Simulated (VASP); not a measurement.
# GaN (P6_3mc) in VASP: a series of runs, part 2 of 2

VASP 6.6.1. The steps go on from the part before.

## (3) Single point, PBEsol

This run uses another cell than the first one, of 11.33 Å³/atom, 1.043 times its volume.

INCAR

```
ALGO = Normal
EDIFF = 1E-6
ENCUT = 520
GGA = PS
ISIF = 2
ISMEAR = -1
LASPH = True
LCHARG = False
LREAL = False
LWAVE = False
NBANDS = 46
NELM = 60
PREC = Accurate
SIGMA = 0.05
```

KPOINTS

```
k-points
0
Gamma
  10 10 3
```

POSCAR

```
GaN
1.0
    3.1899831921      0.0000000000      0.0000000000
   -1.5949915960      2.7626064820      0.0000000000
    0.0000000000      0.0000000000     10.2873289123
Ga N
4 4
Direct
    0.0000000000      0.0000000000      0.7858680000
    0.6666666667      0.3333333333      0.0373490000
    0.3333333333      0.6666666667      0.5373490000
    0.0000000000      0.0000000000      0.2858680000
    0.0000000000      0.0000000000      0.0930380000
    0.6666666667      0.3333333333      0.3437450000
    0.0000000000      0.0000000000      0.5930380000
    0.3333333333      0.6666666667      0.8437450000
```

Potentials or basis: VASP PAW PBE potentials, release 64 (Ga_d, N).

Started as:

```sh
$ cat potpaw_PBE.64/Ga_d/POTCAR potpaw_PBE.64/N/POTCAR > POTCAR
$ mpirun -np 1 vasp_std > vasp.out
```

OUTCAR:

```text
EDIFF = 1E-6
   ENCUT = 520
   GGA = PS
   ISIF = 2
   ISMEAR = -1
   LASPH = True
   LREAL = False
   NELM = 60
   PREC = Accurate

 ion  position               nearest neighbor table
   1  0.000  0.000  0.786-   8 1.94   8 1.94   8 1.94   7 1.98
   2  0.667  0.333  0.037-   5 1.93   5 1.93   5 1.93
   3  0.333  0.667  0.537-   7 1.93   7 1.93   7 1.93
   4  0.000  0.000  0.286-   6 1.94   6 1.94   6 1.94   5 1.98
   5  0.000  0.000  0.093-   2 1.93   2 1.93   2 1.93   4 1.98
   6  0.667  0.333  0.344-   4 1.94   4 1.94   4 1.94
   7  0.000  0.000  0.593-   3 1.93   3 1.93   3 1.93   1 1.98
   8  0.333  0.667  0.844-   1 1.94   1 1.94   1 1.94

  LATTYP: Found a hexagonal cell.
 ALAT       =     3.1899831921
 C/A-ratio  =     3.2248849893

  Lattice vectors:

 A1 = (   3.1899831921,   0.0000000000,   0.0000000000)
 A2 = (  -1.5949915960,   2.7626064820,   0.0000000000)
 A3 = (   0.0000000000,   0.0000000000,  10.2873289123)

Analysis of symmetry for initial positions (statically):
=====================================================================
 Subroutine PRICEL returns:
 Original cell was already a primitive cell.

 Routine SETGRP: Setting up the symmetry group for a
 hexagonal supercell.

 Subroutine GETGRP returns: Found 12 space group operations
 (whereof  6 operations were pure point group operations)
 out of a pool of 24 trial point group operations.

The static configuration has the point symmetry C_3v.
 The point group associated with its full space group is C_6v.

Analysis of symmetry for dynamics (positions and initial velocities):
=====================================================================
 Subroutine PRICEL returns:
 Original cell was already a primitive cell.

 Routine SETGRP: Setting up the symmetry group for a
 hexagonal supercell.

 Subroutine GETGRP returns: Found 12 space group operations
 (whereof  6 operations were pure point group operations)
 out of a pool of 24 trial point group operations.

The dynamic configuration has the point symmetry C_3v.
 The point group associated with its full space group is C_6v.

 Subroutine INISYM returns: Found 12 space group operations
 (whereof  6 operations are pure point group operations),
 and found     1 'primitive' translations

----------------------------------------------------------------------------------------

                                     Primitive cell

  volume of cell :      90.6588

  direct lattice vectors                    reciprocal lattice vectors
     3.189983192  0.000000000  0.000000000     0.313481276  0.180988499  0.000000000
    -1.594991596  2.762606482  0.000000000     0.000000000  0.361976998  0.000000000
     0.000000000  0.000000000 10.287328912     0.000000000  0.000000000  0.097206963

  length of vectors
     3.189983192  3.189983192 10.287328912     0.361976998  0.361976998  0.097206963

  position of ions in fractional coordinates (direct lattice)
     0.000000000  0.000000000  0.785868000
     0.666666667  0.333333333  0.037349000
     0.333333333  0.666666667  0.537349000
[... 36 lines left out ...]
     0.000000000  0.000000000  0.000000000

 Subroutine IBZKPT returns following result:
 ===========================================

 Found     28 irreducible k-points:

 Following reciprocal coordinates:
            Coordinates               Weight
  0.000000  0.000000  0.000000      1.000000
  0.100000  0.000000  0.000000      6.000000
  0.200000  0.000000  0.000000      6.000000
  0.300000  0.000000  0.000000      6.000000
  0.400000  0.000000  0.000000      6.000000
  0.500000  0.000000  0.000000      3.000000
[... 16 lines left out ...]
  0.300000  0.100000  0.333333     24.000000
  0.400000  0.100000  0.333333     24.000000
 [... further k-points ...]
   k-points           NKPTS =     28   k-points in BZ     NKDIM =     28   number of bands    NBANDS=     46
   number of dos      NEDOS =    301   number of ions     NIONS =      8
   total plane-waves  NPLWV =  46080
   dimension x,y,z NGX =    24 NGY =   24 NGZ =   80
   dimension x,y,z NGXF=    48 NGYF=   48 NGZF=  160
   ions per type =               4   4
   NGX,Y,Z   is equivalent  to a cutoff of  12.51, 12.51, 12.93 a.u.
   NGXF,Y,Z  is equivalent  to a cutoff of  25.02, 25.02, 25.86 a.u.
 SYSTEM =  unknown system
   PREC   = accura    normal or accurate (medium, high low for compatibility)
   ISTART =      0    job   : 0-new  1-cont  2-samecut
   ICHARG =      2    charge: 1-file 2-atom 10-const
   ISPIN  =      1    spin polarized calculation?
   LNONCOLLINEAR =      F non collinear calculations
   LSORBIT =      F    spin-orbit coupling
   LASPH  =      T    aspherical Exc in radial PAW
   ENCUT  =  520.0 eV  38.22 Ry    6.18 a.u.   5.93  5.93 19.13*2*pi/ulx,y,z
   NELM   =     60;   NELMIN=  2; NELMDL= -5     # of ELM steps
   EDIFF  = 0.1E-05   stopping-criterion for ELM
   LREAL  =      F    real-space projection
   EDIFFG = 0.1E-04   stopping-criterion for IOM
   NSW    =      0    number of steps for IOM
   IBRION =     -1    ionic relax: 0-MD 1-quasi-New 2-CG
   NFREE  =      0    steps in history (QN), initial steepest desc. (CG)
   ISIF   =      2    stress and relaxation
   ISYM   =      2    0-nonsym 1-usesym 2-fastsym
   POTIM  = 0.5000    time-step for ionic-motion
   TEBEG  =    0.0;   TEEND  =   0.0 temperature during run
   PSTRESS=    0.0 pullay stress
   NELECT =      72.0000    total number of electrons
   NUPDOWN=      -1.0000    fix difference up-down
   EMIN   =  10.00;   EMAX   =-10.00  energy-range for DOS
   EFERMI =   0.00;   METHOD = LEGACY
   ISMEAR =    -1;   SIGMA  =   0.05  broadening in eV -4-tet -1-fermi 0-gaus
   EFERMI_NEDOS =   21; number of points for ismear=-14 and -15
   IALGO  =     38    algorithm
   IMIX   =      4    mixing-type and parameters
     AMIX     =   0.40;   BMIX     =  1.00
     AMIX_MAG =   1.60;   BMIX_MAG =  1.00
  volume/ion in A,a.u.               =      11.33        76.47
  Fermi-wavevector in a.u.,A,eV,Ry     =   1.516057  2.864933 31.272040  2.298430
  Thomas-Fermi vector in A             =   2.625498
   LORBIT       =      0    0 simple, 1 ext, 2 COOP (PROOUT), +10 PAW based schemes
   GGA     = PS    functional components
   LHFCALC =     F    Hartree Fock is set to
   AEXX    =    0.0000 exact exchange contribution
   IVDW    =     0    specifies the selected vdW correction
   LEPSILON=     F    determine dielectric tensor
   LRPA    =     F    only Hartree local field effects (RPA)
 non-spin polarized calculation
  energy-cutoff  :      520.00
  volume of cell :       90.66
 maximum number of plane-waves:      2468
 NGX is ok and might be reduce to    24
   NGX = 11   NGY = 11   NGZ = 39

 number of electron      71.9999994 magnetization

 Free energy of the ion-electron system (eV)
  ---------------------------------------------------
  ext. energy  EPLUGINS =         0.00000000
  ---------------------------------------------------
  free energy    TOTEN  =       -50.22343201 eV

  energy without entropy =      -50.22343093  energy(sigma->0) =      -50.22343147

 E-fermi :   6.2564     XC(G=0): -12.0377

 val. band max:        5.7599415918   @ k =   0.0000   0.0000   0.0000
 cond. band min:       6.6968901728   @ k =   0.0000   0.0000   0.0000
 fundamental gap:      0.9369485810
 Fermi energy:         6.2564074692

 k-point     1 :       0.0000    0.0000    0.0000
  band No.  band energies     occupation
      1     -10.7721      2.00000
      2     -10.4409      2.00000
      3      -9.6607      2.00000
      4      -9.5081      2.00000
      5      -8.5644      2.00000
      6      -8.5644      2.00000
[... 1165 lines left out ...]
     45      14.6920      0.00000
     46      15.2070      0.00000

 [... further k-points ...]
[... 5 lines left out ...]
  --------------------------------------------------------------------------------------
  -------------------------------------------------------------------------------------
  Total       -3.0317985     -3.0317985      1.1439543     -0.0000000      0.0000000      0.0000000
  in kB      -53.5797723    -53.5797723     20.2166507     -0.0000000      0.0000000      0.0000000
  external PRESSURE =     -28.9809647 kB  Pullay stress =       0.0000000 kB

 VOLUME and BASIS-vectors are now :
 -----------------------------------------------------------------------------
  energy-cutoff  :      520.00
  volume of cell :       90.66
      direct lattice vectors                 reciprocal lattice vectors
     3.189983192  0.000000000  0.000000000     0.313481276  0.180988499  0.000000000
    -1.594991596  2.762606482  0.000000000     0.000000000  0.361976998  0.000000000
     0.000000000  0.000000000 10.287328912     0.000000000  0.000000000  0.097206963

 POSITION                                       TOTAL-FORCE (eV/Angst)
 -----------------------------------------------------------------------------------
      0.00000      0.00000      8.08448         0.000000      0.000000      0.003315
      1.59499      0.92087      0.38422         0.000000     -0.000000     -0.154124
     -0.00000      1.84174      5.52789        -0.000000      0.000000     -0.154124
      0.00000      0.00000      2.94082        -0.000000      0.000000      0.003315
      0.00000      0.00000      0.95711         0.000000     -0.000000     -0.206778
      1.59499      0.92087      3.53622        -0.000000      0.000000      0.357586
      0.00000      0.00000      6.10078         0.000000      0.000000     -0.206778
     -0.00000      1.84174      8.67988         0.000000     -0.000000      0.357586
 -----------------------------------------------------------------------------------
    total drift:                                0.000001      0.000002     -0.001050

  FREE ENERGIE OF THE ION-ELECTRON SYSTEM (eV)
  ---------------------------------------------------
  free  energy   TOTEN  =       -50.2234320079 eV

  energy  without entropy=      -50.2234309289  energy(sigma->0) =      -50.22343147
```

It took 90 s on 1 thread of Intel Xeon Platinum 8488C (Sapphire Rapids), shared host; peak memory 0.24 GiB.

Results:

```
Free energy            : -50.2234 eV
Pressure               : -2.9 GPa
Largest force          : 0.358 eV/Å
Band gap on the k mesh : 0.94 eV, direct
```

Forces in eV/Å, atoms in the order of the input:
```
Ga   0.000  0.000  0.003
Ga   0.000  0.000 -0.154
Ga   0.000  0.000 -0.154
Ga   0.000  0.000  0.003
N    0.000  0.000 -0.207
N    0.000  0.000  0.358
N    0.000  0.000 -0.207
N    0.000  0.000  0.358
```

Stress tensor (GPa, compression positive):
```
-5.36  0.00  0.00
 0.00 -5.36  0.00
 0.00  0.00  2.02
```

Caveat: the PAW data sets were made with another functional, which shifts forces and pressure a little. Expect the measured gap to be larger: semilocal functionals such as PBEsol lack the derivative discontinuity.

## (4) Single point, PBEsol

This run uses another cell than the first one, of 11.56 Å³/atom, 1.064 times its volume.

INCAR

```
SYSTEM = GaN
PREC = Accurate
ENCUT = 520
EDIFF = 1E-6
ISMEAR = -1
SIGMA = 0.05
LREAL = .FALSE.
LASPH = .TRUE.
NELM = 60
ALGO = Normal
ISIF = 2
LWAVE = .FALSE.
LCHARG = .TRUE.
GGA = PS
LELF = .TRUE.
LVHAR = .TRUE.
NBANDS = 46
```

KPOINTS

```
regular mesh
0
G
  10 10 3
  0 0 0
```

POSCAR: that of step 3 with these lines changed.

```diff
@@ -2,5 +2,5 @@
 1.0
-    3.1899831921      0.0000000000      0.0000000000
-   -1.5949915960      2.7626064820      0.0000000000
-    0.0000000000      0.0000000000     10.2873289123
+    3.2115377864      0.0000000000      0.0000000000
+   -1.6057688932      2.7812733083      0.0000000000
+    0.0000000000      0.0000000000     10.3568400000
 Ga N
```

Started as:

```sh
$ cat potpaw_PBE.64/Ga_d/POTCAR potpaw_PBE.64/N/POTCAR > POTCAR
$ mpirun -np 1 vasp_std > vasp.out
```

Run time: 86 s. Hardware: 1 thread of Intel Xeon Platinum 8488C (Sapphire Rapids), shared host; peak memory 0.24 GiB.

Results (log left out):

| Item | Value |
| --- | --- |
| Free energy | -50.1715 eV |
| Pressure | -6.3 GPa |
| Largest force | 0.231 eV/Å |
| Band gap on the k mesh | 0.79 eV, direct |

Forces on the atoms (eV/Å):
```
Ga   0.000  0.000  0.020
Ga   0.000  0.000 -0.028
Ga   0.000  0.000 -0.028
Ga   0.000  0.000  0.020
N    0.000  0.000 -0.222
N    0.000  0.000  0.231
N    0.000  0.000 -0.222
N    0.000  0.000  0.231
```

Stress tensor (GPa, compression positive):
```
-9.11  0.00  0.00
 0.00 -9.11  0.00
 0.00  0.00 -0.56
```

Levels at points of the mesh, in eV from the valence-band top:
```
           k point  band 34  band 35  band 36  band 37  band 38  band 39
(0.00, 0.00, 0.00)    -0.55    -0.55     0.00     0.79     3.29     3.45
(0.50, 0.00, 0.00)    -1.96    -1.54    -0.77     1.87     2.37     4.61
```

Caveat: the PAW data sets were made with another functional, which shifts forces and pressure a little.

## (5) Summary

| cell | gap on the mesh (eV) | pressure (GPa) | largest force (eV/Å) |
| --- | --- | --- | --- |
| a = 3.146, b = 3.146, c = 10.145 Å, angles 90.0, 90.0, 120.0°, 8 atoms | 1.25 | 5.0 | 0.64 |
| a = 3.190, b = 3.190, c = 10.287 Å, angles 90.0, 90.0, 120.0°, 8 atoms | 0.94 | -2.9 | 0.36 |
| a = 3.212, b = 3.212, c = 10.357 Å, angles 90.0, 90.0, 120.0°, 8 atoms | 0.79 | -6.3 | 0.23 |

Alike in all rows: task single point; level PBEsol; potentials or basis VASP PAW PBE potentials, release 64 (Ga_d, N); no spin polarisation; k mesh 10 × 10 × 3; cutoff (eV) 520; smearing fermi-dirac 0.05 eV.

Caveats: the PAW data sets were made with another functional, which shifts forces and pressure a little.

Total energies depend on the potentials used, so only differences within one code and one set of settings carry meaning.
